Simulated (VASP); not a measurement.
# Mg in VASP: notebook

The runs below take Mg through single point, with PBEsol.

Program: VASP 6.6.1. These are calculated values, not measurements. Logs are shortened: lines on timing, memory, paths and dates and some standing lists are left out, and cuts for length are marked.

## Step 1: The cell of the first run

It takes space group Im-3m (No. 229, cubic). The conventional cell has a = 2.843 Å, b = 2.843 Å, c = 2.843 Å, α = 90.00°, β = 90.00°, γ = 90.00°. Mg (site symmetry m-3m) has 14 Mg at 2.46 to 2.84 Å within 3.3 Å.

This isn't the form of Mg at room conditions, which is hcp.

## Step 2: Single point, PBEsol

Contents of INCAR:

```
PREC = Accurate
ENCUT = 520
EDIFF = 1E-6
ISMEAR = 0
SIGMA = 0.1
LREAL = F
LASPH = T
NELM = 60
ALGO = Normal
ISIF = 2
LWAVE = F
LCHARG = F
GGA = PS
NBANDS = 7
```

Contents of KPOINTS:

```
Automatic mesh
0
Gamma
  20 20 20
```

Contents of POSCAR:

```
Mg
1.0
   -1.4215679224      1.4215679224      1.4215012841
    1.4215679224     -1.4215679224      1.4215012841
    1.4215679224      1.4215679224     -1.4215012841
Mg
1
Direct
    0.0000000000      0.0000000000      0.0000000000
```

Potentials or basis: VASP PAW PBE potentials, release 64 (Mg).

Command:

```console
> cat potpaw_PBE.64/Mg/POTCAR > POTCAR
> mpirun -np 1 vasp_std > vasp.out
```

OUTCAR:

```text
PREC = Accurate
   ENCUT = 520
   EDIFF = 1E-6
   ISMEAR = 0
   LREAL = F
   LASPH = T
   NELM = 60
   ISIF = 2
   GGA = PS

 ion  position               nearest neighbor table
   1  0.000  0.000  0.000-

  LATTYP: Found a body centered tetragonal cell.
 ALAT       =     2.8431358448
 C/A-ratio  =     0.9999531234

  Lattice vectors:

 A1 = (  -1.4215679224,   1.4215679224,   1.4215012841)
 A2 = (   1.4215679224,  -1.4215679224,   1.4215012841)
 A3 = (   1.4215679224,   1.4215679224,  -1.4215012841)

Analysis of symmetry for initial positions (statically):
=====================================================================
 Subroutine PRICEL returns:
 Original cell was already a primitive cell.

 Routine SETGRP: Setting up the symmetry group for a
 body centered tetragonal supercell.

 Subroutine GETGRP returns: Found 16 space group operations
 (whereof 16 operations were pure point group operations)
 out of a pool of 16 trial point group operations.

The static configuration has the point symmetry D_4h.

Analysis of symmetry for dynamics (positions and initial velocities):
=====================================================================
 Subroutine PRICEL returns:
 Original cell was already a primitive cell.

 Routine SETGRP: Setting up the symmetry group for a
 body centered tetragonal supercell.

 Subroutine GETGRP returns: Found 16 space group operations
 (whereof 16 operations were pure point group operations)
 out of a pool of 16 trial point group operations.

The dynamic configuration has the point symmetry D_4h.

 Subroutine INISYM returns: Found 16 space group operations
 (whereof 16 operations are pure point group operations),
 and found     1 'primitive' translations

----------------------------------------------------------------------------------------

                                     Primitive cell

  volume of cell :      11.4906

  direct lattice vectors                    reciprocal lattice vectors
    -1.421567922  1.421567922  1.421501284     0.000000000  0.351724312  0.351740801
     1.421567922 -1.421567922  1.421501284     0.351724312  0.000000000  0.351740801
     1.421567922  1.421567922 -1.421501284     0.351724312  0.351724312  0.000000000

  length of vectors
     2.462189395  2.462189395  2.462189395     0.497424952  0.497424952  0.497413293

  position of ions in fractional coordinates (direct lattice)
     0.000000000  0.000000000  0.000000000

  ion indices of the primitive-cell ions
   primitive index   ion index
                 1           1

----------------------------------------------------------------------------------------

 KPOINTS: Automatic mesh

Automatic generation of k-mesh.
 Grid dimensions read from file:
 generate k-points for:   20   20   20

 Generating k-lattice:

  Cartesian coordinates                     Fractional coordinates (reciprocal lattice)
     0.000000000  0.017586216  0.017587040     0.050000000  0.000000000 -0.000000000
     0.017586216  0.000000000  0.017587040     0.000000000  0.050000000 -0.000000000
     0.017586216  0.017586216  0.000000000     0.000000000  0.000000000  0.050000000

  Length of vectors
     0.024871248  0.024871248  0.024870665

  Shift w.r.t. Gamma in fractional coordinates (k-lattice)
     0.000000000  0.000000000  0.000000000

 Subroutine IBZKPT returns following result:
 ===========================================

 Found    641 irreducible k-points:

 Following reciprocal coordinates:
            Coordinates               Weight
  0.000000  0.000000  0.000000      1.000000
  0.050000  0.000000  0.000000      8.000000
  0.100000 -0.000000  0.000000      8.000000
  0.150000  0.000000 -0.000000      8.000000
  0.200000 -0.000000  0.000000      8.000000
  0.250000  0.000000  0.000000      8.000000
[... 16 lines left out ...]
 -0.400000  0.050000  0.000000     16.000000
 -0.350000  0.050000  0.000000     16.000000
 [... further k-points ...]
   k-points           NKPTS =    641   k-points in BZ     NKDIM =    641   number of bands    NBANDS=      7
   number of dos      NEDOS =    301   number of ions     NIONS =      1
   total plane-waves  NPLWV =   5832
   dimension x,y,z NGX =    18 NGY =   18 NGZ =   18
   dimension x,y,z NGXF=    36 NGYF=   36 NGZF=   36
   ions per type =               1
   NGX,Y,Z   is equivalent  to a cutoff of  12.15, 12.15, 12.15 a.u.
   NGXF,Y,Z  is equivalent  to a cutoff of  24.31, 24.31, 24.31 a.u.
 SYSTEM =  unknown system
   PREC   = accura    normal or accurate (medium, high low for compatibility)
   ISTART =      0    job   : 0-new  1-cont  2-samecut
   ICHARG =      2    charge: 1-file 2-atom 10-const
   ISPIN  =      1    spin polarized calculation?
   LNONCOLLINEAR =      F non collinear calculations
   LSORBIT =      F    spin-orbit coupling
   LASPH  =      T    aspherical Exc in radial PAW
   ENCUT  =  520.0 eV  38.22 Ry    6.18 a.u.   4.58  4.58  4.58*2*pi/ulx,y,z
   NELM   =     60;   NELMIN=  2; NELMDL= -5     # of ELM steps
   EDIFF  = 0.1E-05   stopping-criterion for ELM
   LREAL  =      F    real-space projection
   EDIFFG = 0.1E-04   stopping-criterion for IOM
   NSW    =      0    number of steps for IOM
   IBRION =     -1    ionic relax: 0-MD 1-quasi-New 2-CG
   NFREE  =      0    steps in history (QN), initial steepest desc. (CG)
   ISIF   =      2    stress and relaxation
   ISYM   =      2    0-nonsym 1-usesym 2-fastsym
   POTIM  = 0.5000    time-step for ionic-motion
   TEBEG  =    0.0;   TEEND  =   0.0 temperature during run
   PSTRESS=    0.0 pullay stress
   NELECT =       2.0000    total number of electrons
   NUPDOWN=      -1.0000    fix difference up-down
   EMIN   =  10.00;   EMAX   =-10.00  energy-range for DOS
   EFERMI =   0.00;   METHOD = LEGACY
   ISMEAR =     0;   SIGMA  =   0.10  broadening in eV -4-tet -1-fermi 0-gaus
   EFERMI_NEDOS =   21; number of points for ismear=-14 and -15
   IALGO  =     38    algorithm
   IMIX   =      4    mixing-type and parameters
     AMIX     =   0.40;   BMIX     =  1.00
     AMIX_MAG =   1.60;   BMIX_MAG =  1.00
  volume/ion in A,a.u.               =      11.49        77.54
  Fermi-wavevector in a.u.,A,eV,Ry     =   0.914052  1.727307 11.367534  0.835490
  Thomas-Fermi vector in A             =   2.038634
   LORBIT       =      0    0 simple, 1 ext, 2 COOP (PROOUT), +10 PAW based schemes
   GGA     = PS    functional components
   LHFCALC =     F    Hartree Fock is set to
   AEXX    =    0.0000 exact exchange contribution
   IVDW    =     0    specifies the selected vdW correction
   LEPSILON=     F    determine dielectric tensor
   LRPA    =     F    only Hartree local field effects (RPA)
 non-spin polarized calculation
 Gauss-broadening in eV      SIGMA  =   0.10
  energy-cutoff  :      520.00
  volume of cell :       11.49
 maximum number of plane-waves:       321
   NGX =  9   NGY =  9   NGZ =  9

 number of electron       2.0000000 magnetization

 Free energy of the ion-electron system (eV)
  ---------------------------------------------------
  ext. energy  EPLUGINS =         0.00000000
  ---------------------------------------------------
  free energy    TOTEN  =         0.11780762 eV

  energy without entropy =        0.11875606  energy(sigma->0) =        0.11828184

 E-fermi :   7.5338     XC(G=0): -11.0377

 val. band max:        7.4839299083   @ k =   0.3000   0.2500   0.1500
 cond. band min:       7.5532166670   @ k =  -0.3500  -0.3500   0.0500
 fundamental gap:      0.0692867587
 Fermi energy:         7.5338319548

 k-point     1 :       0.0000    0.0000    0.0000
  band No.  band energies     occupation
      1      -2.9623      2.00000
      2      25.9194      0.00000
      3      25.9209      0.00000
      4      25.9209      0.00000
      5      28.8777      0.00000
      6      28.8794      0.00000
      7      30.7959      0.00000

 k-point     2 :       0.0500    0.0000    0.0000
  band No.  band energies     occupation
      1      -2.8678      2.00000
      2      25.0627      0.00000
      3      25.3807      0.00000
      4      25.8472      0.00000
      5      27.9060      0.00000
      6      28.2416      0.00000
      7      31.5161      0.00000

 k-point     3 :       0.1000   -0.0000    0.0000
  band No.  band energies     occupation
      1      -2.5853      2.00000
      2      22.8568      0.00000
      3      24.2713      0.00000
      4      25.6502      0.00000
      5      27.2244      0.00000
      6      27.5734      0.00000
      7      32.7017      0.00000

 k-point     4 :       0.1500    0.0000   -0.0000
  band No.  band energies     occupation
      1      -2.1183      2.00000
      2      20.3671      0.00000
      3      23.0870      0.00000
      4      25.3789      0.00000
      5      26.2651      0.00000
      6      27.5734      0.00000
      7      33.6670      0.00000

 k-point     5 :       0.2000   -0.0000    0.0000
  band No.  band energies     occupation
      1      -1.4723      2.00000
      2      17.9253      0.00000
      3      21.9902      0.00000
      4      25.0836      0.00000
      5      25.4291      0.00000
      6      27.5808      0.00000
      7      34.0922      0.00000
[... 161 lines left out ...]
 k-point    22 :      -0.4500    0.0500    0.0000
  band No.  band energies     occupation
      1       3.4558      2.00000
      2       8.5648      0.00000
      3      18.4028      0.00000
      4      23.6237      0.00000
      5      23.8444      0.00000
      6      27.4013      0.00000
      7      34.8497      0.00000

 k-point    23 :      -0.4000    0.0500    0.0000
  band No.  band energies     occupation
      1       2.1374      2.00000
      2      10.4019      0.00000
      3      18.7474      0.00000
      4      23.8405      0.00000
      5      24.0345      0.00000
      6      27.5844      0.00000
      7      34.4387      0.00000

 k-point    24 :      -0.3500    0.0500    0.0000
  band No.  band energies     occupation
      1       0.9381      2.00000
      2      12.3885      0.00000
      3      19.2621      0.00000
      4      24.1125      0.00000
      5      24.3612      0.00000
      6      27.7996      0.00000
      7      33.9533      0.00000

 [... further k-points ...]

------------------------ aborting loop because EDIFF is reached ----------------------------------------

  FORCE on cell =-STRESS in cart. coord.  units (eV):
  Direction    XX          YY          ZZ          XY          YZ          ZX
  --------------------------------------------------------------------------------------
  -------------------------------------------------------------------------------------
  Total        6.6213905      6.6213905      6.6217884      0.0000000      0.0000000      0.0000000
  in kB      923.2457293    923.2457293    923.3012094      0.0000000      0.0000000      0.0000000
  external PRESSURE =     923.2642227 kB  Pullay stress =       0.0000000 kB

 VOLUME and BASIS-vectors are now :
 -----------------------------------------------------------------------------
  energy-cutoff  :      520.00
  volume of cell :       11.49
      direct lattice vectors                 reciprocal lattice vectors
    -1.421567922  1.421567922  1.421501284     0.000000000  0.351724312  0.351740801
     1.421567922 -1.421567922  1.421501284     0.351724312  0.000000000  0.351740801
     1.421567922  1.421567922 -1.421501284     0.351724312  0.351724312  0.000000000

 POSITION                                       TOTAL-FORCE (eV/Angst)
 -----------------------------------------------------------------------------------
      0.00000      0.00000      0.00000         0.000000      0.000000     -0.000000
 -----------------------------------------------------------------------------------
    total drift:                                0.000000     -0.000000     -0.000000

  FREE ENERGIE OF THE ION-ELECTRON SYSTEM (eV)
  ---------------------------------------------------
  free  energy   TOTEN  =         0.1178076222 eV

  energy  without entropy=        0.1187560649  energy(sigma->0) =        0.11828184
```

Wall time 42 s (1 thread of Intel Xeon 8259CL, shared host); peak memory 0.16 GiB.

What came out:

```yaml
Free_energy: 0.1178 eV
Pressure: 92.3 GPa
Band_gap_on_the_k_mesh: zero (bands 1 and 2 overlap by 4.75 eV)
```

Caveat: the cell stands under pressure; the PAW data sets were made with another functional, which shifts forces and pressure a little.

## Step 3: Single point, PBEsol

This run uses another cell than the first one, of 15.89 Å³/atom.

Contents of INCAR:

```
  PREC = Accurate
  ENCUT = 520
  EDIFF = 1E-7
  ISMEAR = 0
  SIGMA = 0.1
  LREAL = F
  LASPH = T
  NELM = 80
  ALGO = Normal
  ISIF = 2
  LWAVE = F
  LCHARG = T
  GGA = PS
  LELF = T
  LVHAR = T
  NBANDS = 7
```

Contents of KPOINTS:

```
Automatic mesh
0
Gamma
  18 18 18
```

Contents of POSCAR:

```
Mg
1.0
   -1.5991566920      1.5991566920      1.5535545409
    1.5991566920     -1.5991566920      1.5535545409
    1.5991566920      1.5991566920     -1.5535545409
Mg
1
Direct
    0.0000000000      0.0000000000      0.0000000000
```

Potentials or basis: VASP PAW PBE potentials, release 64 (Mg).

Command:

```console
> cat potpaw_PBE.64/Mg/POTCAR > POTCAR
> mpirun -np 1 vasp_std > vasp.out
```

OUTCAR:

```text
PREC = Accurate
   ENCUT = 520
   EDIFF = 1E-7
   ISMEAR = 0
   LREAL = F
   LASPH = T
   NELM = 80
   ISIF = 2
   GGA = PS

 ion  position               nearest neighbor table
   1  0.000  0.000  0.000-

  LATTYP: Found a body centered tetragonal cell.
 ALAT       =     3.1983133840
 C/A-ratio  =     0.9714836255

  Lattice vectors:

 A1 = (  -1.5991566920,   1.5991566920,   1.5535545409)
 A2 = (   1.5991566920,  -1.5991566920,   1.5535545409)
 A3 = (   1.5991566920,   1.5991566920,  -1.5535545409)

Analysis of symmetry for initial positions (statically):
=====================================================================
 Subroutine PRICEL returns:
 Original cell was already a primitive cell.

 Routine SETGRP: Setting up the symmetry group for a
 body centered tetragonal supercell.

 Subroutine GETGRP returns: Found 16 space group operations
 (whereof 16 operations were pure point group operations)
 out of a pool of 16 trial point group operations.

The static configuration has the point symmetry D_4h.

Analysis of symmetry for dynamics (positions and initial velocities):
=====================================================================
 Subroutine PRICEL returns:
 Original cell was already a primitive cell.

 Routine SETGRP: Setting up the symmetry group for a
 body centered tetragonal supercell.

 Subroutine GETGRP returns: Found 16 space group operations
 (whereof 16 operations were pure point group operations)
 out of a pool of 16 trial point group operations.

The dynamic configuration has the point symmetry D_4h.

 Subroutine INISYM returns: Found 16 space group operations
 (whereof 16 operations are pure point group operations),
 and found     1 'primitive' translations

----------------------------------------------------------------------------------------

[... 103 lines left out ...]
   EMIN   =  10.00;   EMAX   =-10.00  energy-range for DOS
   EFERMI =   0.00;   METHOD = LEGACY
   ISMEAR =     0;   SIGMA  =   0.10  broadening in eV -4-tet -1-fermi 0-gaus
   EFERMI_NEDOS =   21; number of points for ismear=-14 and -15
   IALGO  =     38    algorithm
   IMIX   =      4    mixing-type and parameters
     AMIX     =   0.40;   BMIX     =  1.00
     AMIX_MAG =   1.60;   BMIX_MAG =  1.00
  volume/ion in A,a.u.               =      15.89       107.24
  Fermi-wavevector in a.u.,A,eV,Ry     =   0.820406  1.550342  9.157611  0.673065
  Thomas-Fermi vector in A             =   1.931382
   LORBIT       =      0    0 simple, 1 ext, 2 COOP (PROOUT), +10 PAW based schemes
   GGA     = PS    functional components
   LHFCALC =     F    Hartree Fock is set to
   AEXX    =    0.0000 exact exchange contribution
   IVDW    =     0    specifies the selected vdW correction
   LEPSILON=     F    determine dielectric tensor
   LRPA    =     F    only Hartree local field effects (RPA)
 non-spin polarized calculation
 Gauss-broadening in eV      SIGMA  =   0.10
  energy-cutoff  :      520.00
  volume of cell :       15.89
 maximum number of plane-waves:       446
   NGX = 11   NGY = 11   NGZ = 11

 number of electron       2.0000000 magnetization

 Free energy of the ion-electron system (eV)
  ---------------------------------------------------
  ext. energy  EPLUGINS =         0.00000000
  ---------------------------------------------------
  free energy    TOTEN  =        -1.30586685 eV

  energy without entropy =       -1.30415966  energy(sigma->0) =       -1.30501325

 E-fermi :   4.8488     XC(G=0):  -9.7779

 val. band max:        4.8390812474   @ k =  -0.4444  -0.4444   0.2222
 cond. band min:       4.8534187030   @ k =  -0.3333   0.5000   0.2778
 fundamental gap:      0.0143374556
 Fermi energy:         4.8487705593

 k-point     1 :       0.0000    0.0000    0.0000
  band No.  band energies     occupation
      1      -3.8406      2.00000
      2      20.0479      0.00000
      3      20.7925      0.00000
      4      20.7925      0.00000
      5      22.5930      0.00000
      6      23.4227      0.00000
      7      24.2620      0.00000
[... 221 lines left out ...]
 k-point    24 :      -0.2222    0.0556    0.0000
  band No.  band energies     occupation
      1      -2.6387      2.00000
      2      14.1494      0.00000
      3      16.3512      0.00000
      4      18.9086      0.00000
      5      20.0349      0.00000
      6      22.3001      0.00000
      7      25.2499      0.00000

 [... further k-points ...]
[... 5 lines left out ...]
  --------------------------------------------------------------------------------------
  -------------------------------------------------------------------------------------
  Total        2.5185709      2.5185709      2.5104191      0.0000000      0.0000000     -0.0000000
  in kB      253.9196061    253.9196061    253.0977448      0.0000000      0.0000000     -0.0000000
  external PRESSURE =     253.6456523 kB  Pullay stress =       0.0000000 kB

 VOLUME and BASIS-vectors are now :
 -----------------------------------------------------------------------------
  energy-cutoff  :      520.00
  volume of cell :       15.89
      direct lattice vectors                 reciprocal lattice vectors
    -1.599156692  1.599156692  1.553554541     0.000000000  0.312664795  0.321842579
     1.599156692 -1.599156692  1.553554541     0.312664795  0.000000000  0.321842579
     1.599156692  1.599156692 -1.553554541     0.312664795  0.312664795  0.000000000

 POSITION                                       TOTAL-FORCE (eV/Angst)
 -----------------------------------------------------------------------------------
      0.00000      0.00000      0.00000        -0.000000      0.000000     -0.000000
 -----------------------------------------------------------------------------------
    total drift:                                0.000000      0.000000     -0.000000

  FREE ENERGIE OF THE ION-ELECTRON SYSTEM (eV)
  ---------------------------------------------------
  free  energy   TOTEN  =        -1.3058668473 eV

  energy  without entropy=       -1.3041596623  energy(sigma->0) =       -1.30501325
```

It took 51 s on 1 thread of Intel Xeon 8259CL, shared host; peak memory 0.17 GiB.

Results:

* Free energy: -1.3059 eV
* Pressure: 25.4 GPa
* Band gap on the k mesh: zero (bands 1 and 2 overlap by 4.87 eV)

Caveat: the cell stands under pressure; the PAW data sets were made with another functional, which shifts forces and pressure a little.

(Part 1 of 3 ends here.)
